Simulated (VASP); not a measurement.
# Al (Im-3m) in VASP: a series of runs, part 2 of 2

VASP 6.6.1. Earlier steps stand in the parts before.

## Step 6: Relaxation of cell and atoms, LDA

Input file INCAR:

```
  PREC = Accurate
  ENCUT = 600
  EDIFF = 1E-6
  ISMEAR = -1
  SIGMA = 0.05
  LREAL = False
  LASPH = True
  NELM = 60
  ALGO = Normal
  ISIF = 3
  LWAVE = False
  LCHARG = False
  IBRION = 2
  NSW = 60
  EDIFFG = -0.01
```

Input file KPOINTS:

```
Automatic mesh
0
Gamma
  12 12 12
```

Input file POSCAR:

```
Al
1.0
   -1.5912186900      1.5912186900      1.5912186900
    1.5912186900     -1.5912186900      1.5912186900
    1.5912186900      1.5912186900     -1.5912186900
Al
1
Direct
    0.0000000000      0.0000000000      0.0000000000
```

Potentials or basis: VASP PAW LDA potentials, release 64 (Al).

Started as:

```
> cat potpaw_LDA.64/Al/POTCAR > POTCAR
> mpirun -np 1 vasp_std > vasp.out
```

OUTCAR:

```text
PREC = Accurate
   ENCUT = 600
   EDIFF = 1E-6
   ISMEAR = -1
   LREAL = False
   LASPH = True
   NELM = 60
   ISIF = 3
   IBRION = 2
   NSW = 60
   EDIFFG = -0.01

 ion  position               nearest neighbor table
   1  0.000  0.000  0.000-

  LATTYP: Found a body centered cubic cell.
 ALAT       =     3.1824373800

  Lattice vectors:

 A1 = (  -1.5912186900,   1.5912186900,   1.5912186900)
 A2 = (   1.5912186900,  -1.5912186900,   1.5912186900)
 A3 = (   1.5912186900,   1.5912186900,  -1.5912186900)

Analysis of symmetry for initial positions (statically):
=====================================================================
 Subroutine PRICEL returns:
 Original cell was already a primitive cell.

 Routine SETGRP: Setting up the symmetry group for a
 body centered cubic supercell.

 Subroutine GETGRP returns: Found 48 space group operations
[... 9 lines left out ...]

 Routine SETGRP: Setting up the symmetry group for a
 body centered cubic supercell.

 Subroutine GETGRP returns: Found 48 space group operations
[... 11 lines left out ...]
                                     Primitive cell

  volume of cell :      16.1157

  direct lattice vectors                    reciprocal lattice vectors
    -1.591218690  1.591218690  1.591218690     0.000000000  0.314224565  0.314224565
     1.591218690 -1.591218690  1.591218690     0.314224565  0.000000000  0.314224565
     1.591218690  1.591218690 -1.591218690     0.314224565  0.314224565  0.000000000

  length of vectors
     2.756071617  2.756071617  2.756071617     0.444380641  0.444380641  0.444380641

  position of ions in fractional coordinates (direct lattice)
     0.000000000  0.000000000  0.000000000

  ion indices of the primitive-cell ions
   primitive index   ion index
                 1           1

----------------------------------------------------------------------------------------

 KPOINTS: Automatic mesh

Automatic generation of k-mesh.
 Grid dimensions read from file:
 generate k-points for:   12   12   12

 Generating k-lattice:

  Cartesian coordinates                     Fractional coordinates (reciprocal lattice)
     0.000000000  0.026185380  0.026185380     0.083333333  0.000000000  0.000000000
     0.026185380  0.000000000  0.026185380     0.000000000  0.083333333  0.000000000
     0.026185380  0.026185380  0.000000000     0.000000000  0.000000000  0.083333333

  Length of vectors
     0.037031720  0.037031720  0.037031720

  Shift w.r.t. Gamma in fractional coordinates (k-lattice)
     0.000000000  0.000000000  0.000000000

 Subroutine IBZKPT returns following result:
 ===========================================
[... 57 lines left out ...]
   TEBEG  =    0.0;   TEEND  =   0.0 temperature during run
   PSTRESS=    0.0 pullay stress
   NELECT =       3.0000    total number of electrons
   NUPDOWN=      -1.0000    fix difference up-down
   EMIN   =  10.00;   EMAX   =-10.00  energy-range for DOS
[... 5 lines left out ...]
     AMIX     =   0.40;   BMIX     =  1.00
     AMIX_MAG =   1.60;   BMIX_MAG =  1.00
  volume/ion in A,a.u.               =      16.12       108.75
  Fermi-wavevector in a.u.,A,eV,Ry     =   0.934757  1.766435 11.888371  0.873771
  Thomas-Fermi vector in A             =   2.061595
   LORBIT       =      0    0 simple, 1 ext, 2 COOP (PROOUT), +10 PAW based schemes
   GGA     = CA    functional components
   LHFCALC =     F    Hartree Fock is set to
   AEXX    =    0.0000 exact exchange contribution
   IVDW    =     0    specifies the selected vdW correction
   LEPSILON=     F    determine dielectric tensor
   LRPA    =     F    only Hartree local field effects (RPA)
 conjugate gradient relaxation of ions
 non-spin polarized calculation
  energy-cutoff  :      600.00
  volume of cell :       16.12
 maximum number of plane-waves:       555
 NGX is ok and might be reduce to    24
   NGX = 11   NGY = 11   NGZ = 11

--------------------------------------- Ionic step        1  -------------------------------------------

 number of electron       3.0000000 magnetization

 Free energy of the ion-electron system (eV)
  ---------------------------------------------------
  ext. energy  EPLUGINS =         0.00000000
  ---------------------------------------------------
  free energy    TOTEN  =        -4.08765383 eV

  energy without entropy =       -4.08366959  energy(sigma->0) =       -4.08566171

------------------------ aborting loop because EDIFF is reached ----------------------------------------

  FORCE on cell =-STRESS in cart. coord.  units (eV):
  Direction    XX          YY          ZZ          XY          YZ          ZX
  --------------------------------------------------------------------------------------
  -------------------------------------------------------------------------------------
  Total        0.0566812      0.0566812      0.0566812     -0.0000000     -0.0000000      0.0000000
  in kB        5.6350752      5.6350752      5.6350752     -0.0000000     -0.0000000      0.0000000
  external PRESSURE =       5.6350752 kB  Pullay stress =       0.0000000 kB

 VOLUME and BASIS-vectors are now :
 -----------------------------------------------------------------------------
  energy-cutoff  :      600.00
  volume of cell :       16.12
      direct lattice vectors                 reciprocal lattice vectors
    -1.591218690  1.591218690  1.591218690     0.000000000  0.314224565  0.314224565
     1.591218690 -1.591218690  1.591218690     0.314224565  0.000000000  0.314224565
     1.591218690  1.591218690 -1.591218690     0.314224565  0.314224565  0.000000000

 POSITION                                       TOTAL-FORCE (eV/Angst)
 -----------------------------------------------------------------------------------
      0.00000      0.00000      0.00000         0.000000      0.000000     -0.000000
 -----------------------------------------------------------------------------------
    total drift:                                0.000000      0.000000      0.000000

  FREE ENERGIE OF THE ION-ELECTRON SYSTEM (eV)
  ---------------------------------------------------
  free  energy   TOTEN  =        -4.0876538290 eV

  energy  without entropy=       -4.0836695869  energy(sigma->0) =       -4.08566171

--------------------------------------- Ionic step        2  -------------------------------------------

 number of electron       3.0000000 magnetization

 Free energy of the ion-electron system (eV)
  ---------------------------------------------------
  ext. energy  EPLUGINS =         0.00000000
  ---------------------------------------------------
  free energy    TOTEN  =        -4.08786182 eV

  energy without entropy =       -4.08389947  energy(sigma->0) =       -4.08588064

 E-fermi :   7.9247     XC(G=0): -10.4043

 val. band max:        7.8367491417   @ k =   0.3333   0.0833   0.0000
 cond. band min:       7.9254958777   @ k =   0.3333   0.2500   0.0833
 fundamental gap:      0.0887467360
 Fermi energy:         7.9246773630

 k-point     1 :       0.0000    0.0000    0.0000
  band No.  band energies     occupation
      1      -3.2496      2.00000
      2      21.2389      0.00000
      3      21.2389      0.00000
      4      21.2389      0.00000
      5      22.6040      0.00000
[... 177 lines left out ...]
 k-point    24 :       0.4167    0.0833    0.0833
  band No.  band energies     occupation
      1       3.9912      2.00000
      2       4.4536      2.00000
      3      12.9318      0.00000
      4      13.5308      0.00000
      5      21.9644      0.00000

 [... further k-points ...]
[... 5 lines left out ...]
  --------------------------------------------------------------------------------------
  -------------------------------------------------------------------------------------
  Total       -0.0057011     -0.0057011     -0.0057011      0.0000000      0.0000000     -0.0000000
  in kB       -0.5621648     -0.5621648     -0.5621648      0.0000000      0.0000000     -0.0000000
  external PRESSURE =      -0.5621648 kB  Pullay stress =       0.0000000 kB

 VOLUME and BASIS-vectors are now :
 -----------------------------------------------------------------------------
  energy-cutoff  :      600.00
  volume of cell :       16.25
      direct lattice vectors                 reciprocal lattice vectors
    -1.595569797  1.595569797  1.595569797     0.000000000  0.313367676  0.313367676
     1.595569797 -1.595569797  1.595569797     0.313367676  0.000000000  0.313367676
     1.595569797  1.595569797 -1.595569797     0.313367676  0.313367676  0.000000000

 POSITION                                       TOTAL-FORCE (eV/Angst)
 -----------------------------------------------------------------------------------
     -1.59557      1.59557      1.59557         0.000000     -0.000000      0.000000
 -----------------------------------------------------------------------------------
    total drift:                                0.000000      0.000000     -0.000000

  FREE ENERGIE OF THE ION-ELECTRON SYSTEM (eV)
  ---------------------------------------------------
  free  energy   TOTEN  =        -4.0878618151 eV

  energy  without entropy=       -4.0838994701  energy(sigma->0) =       -4.08588064

 reached required accuracy - stopping structural energy minimisation
```

It took 5 s on 1 thread of Intel Xeon 6975P-C (Granite Rapids), shared host; peak memory 0.12 GiB.

Results:

```
Free energy                            : -4.0879 eV
Relaxed volume                         : 16.25 Å³/atom
Relaxed cell                           : a = 2.764 Å, b = 2.764 Å, c = 2.764 Å, α = 109.47°, β = 109.47°, γ = 109.47°
Space group after relaxing (to 0.05 Å) : Im-3m (No. 229)
Energy gained by relaxing              : 0.2 meV/atom
Ionic steps                            : 2
Pressure after relaxing                : -0.1 GPa
```

Step by step:
| step | energy change (eV) | largest force (eV/Å) | pressure (GPa) | volume (Å³) |
| --- | --- | --- | --- | --- |
| 1 | 0.0000 | 0.0000 | 0.56 | 16.12 |
| 2 | -0.0002 | 0.0000 | -0.06 | 16.25 |

Final structure:
```cif
data_structure
_symmetry_space_group_name_H-M 'P 1'
_symmetry_Int_Tables_number 1
_cell_length_a 2.7636
_cell_length_b 2.7636
_cell_length_c 2.7636
_cell_angle_alpha 109.471
_cell_angle_beta 109.471
_cell_angle_gamma 109.471
_cell_volume 16.25
loop_
_atom_site_label
_atom_site_type_symbol
_atom_site_fract_x
_atom_site_fract_y
_atom_site_fract_z
_atom_site_occupancy
Al1 Al 0.00000 0.00000 0.00000 1
```

Levels at points of the mesh, in eV from the Fermi level:
```csv
k point,band 1,band 2,band 3,band 4,band 5
"(0.00, 0.00, 0.00)",-11.17,13.31,13.31,13.31,14.68
"(0.50, 0.00, 0.00)",-4.31,-3.86,8.18,8.34,10.06
"(0.50, 0.50, 0.50)",1.90,1.90,1.90,3.06,3.06
```

## Step 7: Summary

```csv
task,level,potentials or basis,cell,cutoff (eV),gap on the mesh (eV),pressure (GPa),relaxed volume (Å³/atom)
single point,RPBE,"VASP PAW PBE potentials, release 64 (Al)","a = 2.756 Å, angles 109.5°, 1 atom",520,none,5.1,-
single point,revPBE,"VASP PAW PBE potentials, release 64 (Al)","a = 2.756 Å, angles 109.5°, 1 atom",520,none,4.8,-
single point,RPBE,"VASP PAW PBE potentials, release 64 (Al)","a = 2.819 Å, angles 109.5°, 1 atom",520,none,-0.2,-
relaxation of cell and atoms,PBE,"VASP PAW PBE potentials, release 64 (Al)","relaxed from a = 2.756 Å, angles 109.5°, 1 atom",600,none,0.0,16.93
relaxation of cell and atoms,LDA,"VASP PAW LDA potentials, release 64 (Al)","relaxed from a = 2.756 Å, angles 109.5°, 1 atom",600,none,-0.1,16.25
```

Alike in all rows: no spin polarisation; k mesh 12 × 12 × 12; smearing fermi-dirac 0.05 eV.

Caveats: the PAW data sets were made with another functional, which shifts forces and pressure a little (some runs).

Absolute energies hang on the potentials; compare differences alone.
